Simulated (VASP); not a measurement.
# Hf2W (P6/mmm) in VASP: notebook, part 2 of 2

VASP 6.6.1. The steps go on from the part before.

### Step 3. Single point, PBE

This run uses another cell than the first one, of 19.35 Å³/atom.

File INCAR:

```
SYSTEM = Hf2W
  ALGO = Fast
  EDIFF = 1E-7
  ENCUT = 520
  GGA = PE
  ISIF = 2
  ISMEAR = 0
  LASPH = .True.
  LCHARG = .False.
  LREAL = .False.
  LWAVE = .False.
  NBANDS = 24
  NELM = 60
  PREC = Accurate
  SIGMA = 0.1
```

File KPOINTS:

```
k-points
0
Gamma
  6 6 4
  0 0 0
```

File POSCAR:

```
Hf2W
1.0
    4.8942875649      0.0000000000      0.0000000000
   -2.4471437824      4.2385773646      0.0000000000
    0.0000000000      0.0000000000      2.7977943053
Hf W
2 1
Direct
    0.3333333333      0.6666666667      0.5000000000
    0.6666666667      0.3333333333      0.5000000000
    0.0000000000      0.0000000000      0.0000000000
```

Potentials or basis: VASP PAW PBE potentials, release 64 (Hf_pv, W_sv).

Run with:

```console
> cat potpaw_PBE.64/Hf_pv/POTCAR potpaw_PBE.64/W_sv/POTCAR > POTCAR
> mpirun -np 1 vasp_std > vasp.out
```

Run time: 30 s. Hardware: 1 thread of Intel Xeon Platinum 8259CL at 2.50GHz (Skylake/Cascade Lake), shared host; peak memory 0.18 GiB.

Results (log left out):

- Free energy: -31.8460 eV
- Pressure: -0.3 GPa
- Band gap on the k mesh: zero (bands 17 and 18 overlap by 2.11 eV)

Stress tensor (GPa, compression positive):
```
-0.49  0.00  0.00
 0.00 -0.49  0.00
 0.00  0.00 -0.01
```

Levels at points of the mesh, in eV from the Fermi level:
```csv
k point,band 15,band 16,band 17,band 18,band 19,band 20
"(0.00, 0.00, 0.00)",-1.00,-0.95,-0.95,-0.21,1.60,1.60
"(0.50, 0.00, 0.00)",-1.09,-0.72,-0.64,-0.07,1.07,1.82
"(0.00, 0.00, 0.50)",-2.80,-2.03,0.94,0.94,2.48,2.48
"(0.50, 0.00, 0.50)",-0.66,-0.53,-0.47,0.14,1.06,1.76
```

Caveat: the k points lie up to 0.56 Å⁻¹ apart, too coarse for converged energies and pressures of a metal; spin-orbit coupling is left out, which moves the levels of the heavy elements.

### Step 4. Single point, PBE

This run uses another cell than the first one, of 19.45 Å³/atom.

File INCAR:

```
SYSTEM = Hf2W
PREC = Accurate
ENCUT = 520
EDIFF = 1E-7
ISMEAR = 0
SIGMA = 0.1
LREAL = .False.
LASPH = .True.
NELM = 60
ALGO = Normal
ISIF = 2
LWAVE = .False.
LCHARG = .False.
GGA = PE
NBANDS = 24
```

File KPOINTS:

```
regular mesh
0
Gamma
  6 6 6
  0 0 0
```

File POSCAR:

```
Hf2W
1.0
    4.8934173423      0.0000000000      0.0000000000
   -2.4467086711      4.2378237297      0.0000000000
    0.0000000000      0.0000000000      2.8134002898
Hf W
2 1
Direct
    0.3333333333      0.6666666667      0.5000000000
    0.6666666667      0.3333333333      0.5000000000
    0.0000000000      0.0000000000      0.0000000000
```

Potentials or basis: VASP PAW PBE potentials, release 64 (Hf_pv, W_sv).

Run with:

```console
> cat potpaw_PBE.64/Hf_pv/POTCAR potpaw_PBE.64/W_sv/POTCAR > POTCAR
> mpirun -np 1 vasp_std > vasp.out
```

OUTCAR:

```text
SYSTEM = Hf2W
   PREC = Accurate
   ENCUT = 520
   EDIFF = 1E-7
   ISMEAR = 0
   LREAL = .False.
   LASPH = .True.
   NELM = 60
   ISIF = 2
   GGA = PE

 ion  position               nearest neighbor table
   1  0.333  0.667  0.500-   2 2.83   2 2.83   2 2.83   3 3.16   3 3.16   3 3.16   3 3.16   3 3.16
                             3 3.16
   2  0.667  0.333  0.500-   1 2.83   1 2.83   1 2.83   3 3.16   3 3.16   3 3.16   3 3.16   3 3.16
                             3 3.16
   3  0.000  0.000  0.000-   1 3.16   2 3.16   1 3.16   2 3.16   1 3.16   1 3.16   2 3.16   2 3.16
                             2 3.16   2 3.16   1 3.16   1 3.16

[... 847 lines left out ...]
  --------------------------------------------------------------------------------------
  -------------------------------------------------------------------------------------
  Total       -0.2466447     -0.2466447     -0.1298545     -0.0000000      0.0000000     -0.0000000
  in kB       -6.7732279     -6.7732279     -3.5659979     -0.0000000      0.0000000     -0.0000000
  external PRESSURE =      -5.7041512 kB  Pullay stress =       0.0000000 kB

 VOLUME and BASIS-vectors are now :
 -----------------------------------------------------------------------------
  energy-cutoff  :      520.00
  volume of cell :       58.34
      direct lattice vectors                 reciprocal lattice vectors
     4.893417342  0.000000000  0.000000000     0.204356165  0.117985087  0.000000000
    -2.446708671  4.237823730  0.000000000     0.000000000  0.235970173  0.000000000
     0.000000000  0.000000000  2.813400290     0.000000000  0.000000000  0.355441778

 POSITION                                       TOTAL-FORCE (eV/Angst)
 -----------------------------------------------------------------------------------
     -0.00000      2.82522      1.40670         0.000000      0.000000     -0.000000
      2.44671      1.41261      1.40670        -0.000000      0.000000      0.000000
      0.00000      0.00000      0.00000         0.000000      0.000000      0.000000
 -----------------------------------------------------------------------------------
    total drift:                                0.000000      0.000000     -0.000000

  FREE ENERGIE OF THE ION-ELECTRON SYSTEM (eV)
  ---------------------------------------------------
  free  energy   TOTEN  =       -31.7917629384 eV

  energy  without entropy=      -31.7681965706  energy(sigma->0) =      -31.77997975
```

OSZICAR:

```text
N       E                     dE             d eps       ncg     rms          rms(c)
DAV:   1     0.204592324266E+03    0.20459E+03   -0.18305E+04  1344   0.146E+03
DAV:   2    -0.246002027581E+02   -0.22919E+03   -0.22122E+03  1552   0.386E+02
DAV:   3    -0.331488228447E+02   -0.85486E+01   -0.82214E+01  1768   0.628E+01
DAV:   4    -0.332730607031E+02   -0.12424E+00   -0.12409E+00  1520   0.812E+00
DAV:   5    -0.332754051327E+02   -0.23444E-02   -0.23431E-02  1816   0.984E-01    0.720E+01
DAV:   6    -0.322583130413E+02    0.10171E+01   -0.29345E+00  1632   0.109E+01    0.352E+01
DAV:   7    -0.330206903026E+02   -0.76238E+00   -0.71237E+00  1648   0.105E+01    0.214E+01
DAV:   8    -0.317916176015E+02    0.12291E+01   -0.34523E+00  1632   0.842E+00    0.438E+00
DAV:   9    -0.317941536865E+02   -0.25361E-02   -0.11085E-01  1536   0.163E+00    0.169E+00
DAV:  10    -0.317917815348E+02    0.23722E-02   -0.11442E-02  1600   0.714E-01    0.278E-01
DAV:  11    -0.317917853384E+02   -0.38036E-05   -0.42950E-04  1664   0.121E-01    0.868E-02
DAV:  12    -0.317917634823E+02    0.21856E-04   -0.92752E-05  1672   0.472E-02    0.154E-02
DAV:  13    -0.317917629224E+02    0.55995E-06   -0.54013E-06  1624   0.145E-02    0.676E-03
DAV:  14    -0.317917629384E+02   -0.16072E-07   -0.71454E-07  1712   0.472E-03
   1 F= -.31791763E+02 E0= -.31779980E+02  d E =-.235664E-01
```

Wall time 32 s (1 thread of Intel Xeon Platinum 8259CL at 2.50GHz (Skylake/Cascade Lake), shared host); peak memory 0.2 GiB.

What came out:

```yaml
Free_energy: -31.7918 eV
Pressure: -0.6 GPa
Band_gap_on_the_k_mesh: zero (bands 17 and 18 overlap by 2.06 eV)
```

Stress tensor (GPa, compression positive):
```
-0.68  0.00  0.00
 0.00 -0.68  0.00
 0.00  0.00 -0.36
```

Caveat: the k points lie up to 0.37 Å⁻¹ apart, too coarse for converged energies and pressures of a metal; spin-orbit coupling is left out, which moves the levels of the heavy elements.

### Step 5. Summary

| cell | k mesh | gap on the mesh (eV) | pressure (GPa) |
| --- | --- | --- | --- |
| a = 3.810, b = 3.810, c = 4.114 Å, angles 90.0, 90.0, 120.0°, 3 atoms | 6 × 6 × 4 | none | 43.8 |
| a = 4.894, b = 4.894, c = 2.798 Å, angles 90.0, 90.0, 120.0°, 3 atoms | 6 × 6 × 4 | none | -0.3 |
| a = 4.893, b = 4.893, c = 2.813 Å, angles 90.0, 90.0, 120.0°, 3 atoms | 6 × 6 × 6 | none | -0.6 |

Alike in all rows: task single point; level PBE; potentials or basis VASP PAW PBE potentials, release 64 (Hf_pv, W_sv); no spin polarisation; cutoff (eV) 520; smearing gaussian 0.1 eV.

Caveats: all runs use coarse meshes; spin-orbit coupling is left out, which moves the levels of the heavy elements.

Absolute energies hang on the potentials; compare differences alone.
